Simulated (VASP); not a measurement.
# Cl (Im-3m) in VASP: single point with PBE

Aim: the single point of Cl with PBE.

All numbers are computed with VASP 6.6.1; they aren't measurements. Logs are shortened: lines on timing, memory, paths and dates and some standing lists are left out, and cuts for length are marked.

## Step 1: The cell of the first run

The structure is cubic, space group Im-3m (No. 229). The conventional cell has a = 3.526 Å, b = 3.526 Å, c = 3.526 Å, α = 90.00°, β = 90.00°, γ = 90.00°. Within 4.0 Å of Cl (site symmetry m-3m) lie 14 Cl at 3.05 to 3.53 Å.

## Step 2: Single point, PBE

INCAR reads:

```
PREC     = Accurate       # precision mode
ENCUT    = 520            # plane-wave cutoff, eV
EDIFF    = 1E-7           # SCF threshold, eV
ISMEAR   = -1             # smearing method
SIGMA    = 0.13605693000000002 # smearing width, eV
LREAL    = False          # projectors in reciprocal space
LASPH    = True           # aspherical terms in the spheres
NELM     = 60             # most SCF steps
ALGO     = Normal         # electronic algorithm
ISIF     = 2              # what is computed and relaxed
LWAVE    = False          # write WAVECAR
LCHARG   = False          # write CHGCAR
GGA      = PE             # functional
NBANDS   = 10             # bands
```

KPOINTS reads:

```
regular mesh
0
Gamma
  13 13 13
```

POSCAR reads:

```
Cl
1.0
   -1.7631928098      1.7631928098      1.7631928098
    1.7631928098     -1.7631928098      1.7631928098
    1.7631928098      1.7631928098     -1.7631928098
Cl
1
Direct
    0.0000000000      0.0000000000      0.0000000000
```

Potentials or basis: VASP PAW PBE potentials, release 64 (Cl).

The run is started by

```bash
> cat potpaw_PBE.64/Cl/POTCAR > POTCAR
> mpirun -np 1 vasp_std > vasp.out
```

OUTCAR:

```text
PREC = Accurate
   ENCUT = 520
   EDIFF = 1E-7
   ISMEAR = -1
   LREAL = False
   LASPH = True
   NELM = 60
   ISIF = 2
   GGA = PE

 ion  position               nearest neighbor table
   1  0.000  0.000  0.000-

  LATTYP: Found a body centered cubic cell.
 ALAT       =     3.5263856196

  Lattice vectors:

 A1 = (  -1.7631928098,   1.7631928098,   1.7631928098)
 A2 = (   1.7631928098,  -1.7631928098,   1.7631928098)
 A3 = (   1.7631928098,   1.7631928098,  -1.7631928098)

Analysis of symmetry for initial positions (statically):
=====================================================================
 Subroutine PRICEL returns:
 Original cell was already a primitive cell.

 Routine SETGRP: Setting up the symmetry group for a
 body centered cubic supercell.

 Subroutine GETGRP returns: Found 48 space group operations
 (whereof 48 operations were pure point group operations)
 out of a pool of 48 trial point group operations.

The static configuration has the point symmetry O_h .

Analysis of symmetry for dynamics (positions and initial velocities):
=====================================================================
 Subroutine PRICEL returns:
 Original cell was already a primitive cell.

 Routine SETGRP: Setting up the symmetry group for a
 body centered cubic supercell.

 Subroutine GETGRP returns: Found 48 space group operations
 (whereof 48 operations were pure point group operations)
 out of a pool of 48 trial point group operations.

The dynamic configuration has the point symmetry O_h .

 Subroutine INISYM returns: Found 48 space group operations
 (whereof 48 operations are pure point group operations),
 and found     1 'primitive' translations

----------------------------------------------------------------------------------------

                                     Primitive cell

  volume of cell :      21.9260

  direct lattice vectors                    reciprocal lattice vectors
    -1.763192810  1.763192810  1.763192810     0.000000000  0.283576474  0.283576474
     1.763192810 -1.763192810  1.763192810     0.283576474  0.000000000  0.283576474
     1.763192810  1.763192810 -1.763192810     0.283576474  0.283576474  0.000000000

  length of vectors
     3.053939530  3.053939530  3.053939530     0.401037696  0.401037696  0.401037696

  position of ions in fractional coordinates (direct lattice)
     0.000000000  0.000000000  0.000000000

  ion indices of the primitive-cell ions
   primitive index   ion index
                 1           1

----------------------------------------------------------------------------------------

 KPOINTS: regular mesh

Automatic generation of k-mesh.
 Grid dimensions read from file:
 generate k-points for:   13   13   13

 Generating k-lattice:

  Cartesian coordinates                     Fractional coordinates (reciprocal lattice)
     0.000000000  0.021813575  0.021813575     0.076923077  0.000000000  0.000000000
     0.021813575  0.000000000  0.021813575     0.000000000  0.076923077  0.000000000
     0.021813575  0.021813575  0.000000000     0.000000000  0.000000000  0.076923077

  Length of vectors
     0.030849054  0.030849054  0.030849054

  Shift w.r.t. Gamma in fractional coordinates (k-lattice)
     0.000000000  0.000000000  0.000000000

 Subroutine IBZKPT returns following result:
 ===========================================

 Found     84 irreducible k-points:

 Following reciprocal coordinates:
            Coordinates               Weight
  0.000000  0.000000  0.000000      1.000000
  0.076923  0.000000  0.000000     12.000000
  0.153846  0.000000  0.000000     12.000000
  0.230769  0.000000  0.000000     12.000000
  0.307692  0.000000  0.000000     12.000000
  0.384615  0.000000  0.000000     12.000000
[... 16 lines left out ...]
  0.153846  0.076923  0.076923     24.000000
  0.230769  0.076923  0.076923     24.000000
 [... further k-points ...]
   k-points           NKPTS =     84   k-points in BZ     NKDIM =     84   number of bands    NBANDS=     10
   number of dos      NEDOS =    301   number of ions     NIONS =      1
   total plane-waves  NPLWV =  13824
   dimension x,y,z NGX =    24 NGY =   24 NGZ =   24
   dimension x,y,z NGXF=    48 NGYF=   48 NGZF=   48
   ions per type =               1
   NGX,Y,Z   is equivalent  to a cutoff of  13.06, 13.06, 13.06 a.u.
   NGXF,Y,Z  is equivalent  to a cutoff of  26.13, 26.13, 26.13 a.u.
 SYSTEM =  unknown system
   PREC   = accura    normal or accurate (medium, high low for compatibility)
   ISTART =      0    job   : 0-new  1-cont  2-samecut
   ICHARG =      2    charge: 1-file 2-atom 10-const
   ISPIN  =      1    spin polarized calculation?
   LNONCOLLINEAR =      F non collinear calculations
   LSORBIT =      F    spin-orbit coupling
   LASPH  =      T    aspherical Exc in radial PAW
   ENCUT  =  520.0 eV  38.22 Ry    6.18 a.u.   5.68  5.68  5.68*2*pi/ulx,y,z
   NELM   =     60;   NELMIN=  2; NELMDL= -5     # of ELM steps
   EDIFF  = 0.1E-06   stopping-criterion for ELM
   LREAL  =      F    real-space projection
   EDIFFG = 0.1E-05   stopping-criterion for IOM
   NSW    =      0    number of steps for IOM
   IBRION =     -1    ionic relax: 0-MD 1-quasi-New 2-CG
   NFREE  =      0    steps in history (QN), initial steepest desc. (CG)
   ISIF   =      2    stress and relaxation
   ISYM   =      2    0-nonsym 1-usesym 2-fastsym
   POTIM  = 0.5000    time-step for ionic-motion
   TEBEG  =    0.0;   TEEND  =   0.0 temperature during run
   PSTRESS=    0.0 pullay stress
   NELECT =       7.0000    total number of electrons
   NUPDOWN=      -1.0000    fix difference up-down
   EMIN   =  10.00;   EMAX   =-10.00  energy-range for DOS
   EFERMI =   0.00;   METHOD = LEGACY
   ISMEAR =    -1;   SIGMA  =   0.14  broadening in eV -4-tet -1-fermi 0-gaus
   EFERMI_NEDOS =   21; number of points for ismear=-14 and -15
   IALGO  =     38    algorithm
   IMIX   =      4    mixing-type and parameters
     AMIX     =   0.40;   BMIX     =  1.00
     AMIX_MAG =   1.60;   BMIX_MAG =  1.00
  volume/ion in A,a.u.               =      21.93       147.96
  Fermi-wavevector in a.u.,A,eV,Ry     =   1.118891  2.114397 17.033360  1.251917
  Thomas-Fermi vector in A             =   2.255526
   LORBIT       =      0    0 simple, 1 ext, 2 COOP (PROOUT), +10 PAW based schemes
   GGA     = PE    functional components
   LHFCALC =     F    Hartree Fock is set to
   AEXX    =    0.0000 exact exchange contribution
   IVDW    =     0    specifies the selected vdW correction
   LEPSILON=     F    determine dielectric tensor
   LRPA    =     F    only Hartree local field effects (RPA)
 non-spin polarized calculation
  energy-cutoff  :      520.00
  volume of cell :       21.93
 maximum number of plane-waves:       606
   NGX = 11   NGY = 11   NGZ = 11

 number of electron       6.9999998 magnetization

 Free energy of the ion-electron system (eV)
  ---------------------------------------------------
  ext. energy  EPLUGINS =         0.00000000
  ---------------------------------------------------
  free energy    TOTEN  =        -1.02028857 eV

  energy without entropy =       -0.90637186  energy(sigma->0) =       -0.96333022

 E-fermi :   1.4587     XC(G=0):  -9.3886

 val. band max:        1.4555372580   @ k =  -0.3077   0.4615   0.0769
 cond. band min:       1.4855509560   @ k =  -0.2308   0.3846   0.0769
 fundamental gap:      0.0300136980
 Fermi energy:         1.4587147535

 k-point     1 :       0.0000    0.0000    0.0000
  band No.  band energies     occupation
      1     -13.7408      2.00000
      2       2.0854      0.01979
      3       2.0854      0.01979
      4       2.0854      0.01979
      5      11.0337      0.00000
      6      15.5928      0.00000
      7      15.5928      0.00000
      8      15.5928      0.00000
      9      18.4028      0.00000
     10      18.4028      0.00000

 k-point     2 :       0.0769    0.0000    0.0000
  band No.  band energies     occupation
      1     -13.6679      2.00000
      2       1.7293      0.24078
      3       1.9927      0.03874
      4       2.0740      0.02149
      5      11.3777      0.00000
      6      15.3231      0.00000
      7      15.4774      0.00000
      8      15.9096      0.00000
      9      17.9263      0.00000
     10      18.3386      0.00000

 k-point     3 :       0.1538    0.0000    0.0000
  band No.  band energies     occupation
      1     -13.4574      2.00000
      2       0.8377      1.97939
      3       1.7488      0.21207
      4       2.0422      0.02708
      5      12.0713      0.00000
      6      14.6940      0.00000
      7      15.0912      0.00000
      8      16.8210      0.00000
      9      17.6335      0.00000
     10      18.2578      0.00000

 k-point     4 :       0.2308    0.0000    0.0000
  band No.  band energies     occupation
      1     -13.1367      2.00000
      2      -0.2759      1.99999
      3       1.4323      1.09677
      4       1.9960      0.03782
      5      12.1738      0.00000
      6      13.9894      0.00000
      7      15.2635      0.00000
      8      18.0452      0.00000
      9      18.2306      0.00000
     10      18.3368      0.00000
[... 222 lines left out ...]
 k-point    22 :       0.0769    0.0769    0.0769
  band No.  band energies     occupation
      1     -13.3257      2.00000
      2       0.3354      1.99948
      3       1.8111      0.13954
      4       1.8111      0.13954
      5      12.5538      0.00000
      6      14.3705      0.00000
      7      14.3705      0.00000
      8      17.9301      0.00000
      9      18.0767      0.00000
     10      18.0767      0.00000

 k-point    23 :       0.1538    0.0769    0.0769
  band No.  band energies     occupation
      1     -13.0220      2.00000
      2      -0.5537      2.00000
      3       1.3958      1.22715
      4       1.7206      0.25471
      5      12.8945      0.00000
      6      13.7992      0.00000
      7      14.3428      0.00000
      8      18.1759      0.00000
      9      18.5815      0.00000
     10      19.5947      0.00000

 k-point    24 :       0.2308    0.0769    0.0769
  band No.  band energies     occupation
      1     -12.6662      2.00000
      2      -1.4214      2.00000
      3       0.9326      1.95900
      4       1.6237      0.45843
      5      12.3352      0.00000
      6      13.3708      0.00000
      7      15.5298      0.00000
      8      18.6747      0.00000
      9      19.0328      0.00000
     10      21.3916      0.00000

 [... further k-points ...]
[... 5 lines left out ...]
  --------------------------------------------------------------------------------------
  -------------------------------------------------------------------------------------
  Total       -0.0383024     -0.0383024     -0.0383024      0.0000000     -0.0000000      0.0000000
  in kB       -2.7988345     -2.7988345     -2.7988345      0.0000000     -0.0000000      0.0000000
  external PRESSURE =      -2.7988345 kB  Pullay stress =       0.0000000 kB

 VOLUME and BASIS-vectors are now :
 -----------------------------------------------------------------------------
  energy-cutoff  :      520.00
  volume of cell :       21.93
      direct lattice vectors                 reciprocal lattice vectors
    -1.763192810  1.763192810  1.763192810     0.000000000  0.283576474  0.283576474
     1.763192810 -1.763192810  1.763192810     0.283576474  0.000000000  0.283576474
     1.763192810  1.763192810 -1.763192810     0.283576474  0.283576474  0.000000000

 POSITION                                       TOTAL-FORCE (eV/Angst)
 -----------------------------------------------------------------------------------
      0.00000      0.00000      0.00000        -0.000000      0.000000     -0.000000
 -----------------------------------------------------------------------------------
    total drift:                                0.000000      0.000000     -0.000000

  FREE ENERGIE OF THE ION-ELECTRON SYSTEM (eV)
  ---------------------------------------------------
  free  energy   TOTEN  =        -1.0202885749 eV

  energy  without entropy=       -0.9063718632  energy(sigma->0) =       -0.96333022
```

Run time: 4.5 s. Hardware: 1 thread of Intel Xeon 6975P-C (Granite Rapids), shared host; peak memory 0.13 GiB.

What came out:

* Free energy: -1.0203 eV
* Pressure: -0.3 GPa

Caveat: an odd number of electrons without spin polarisation forces a metal; a magnetic or distorted state may lie lower.
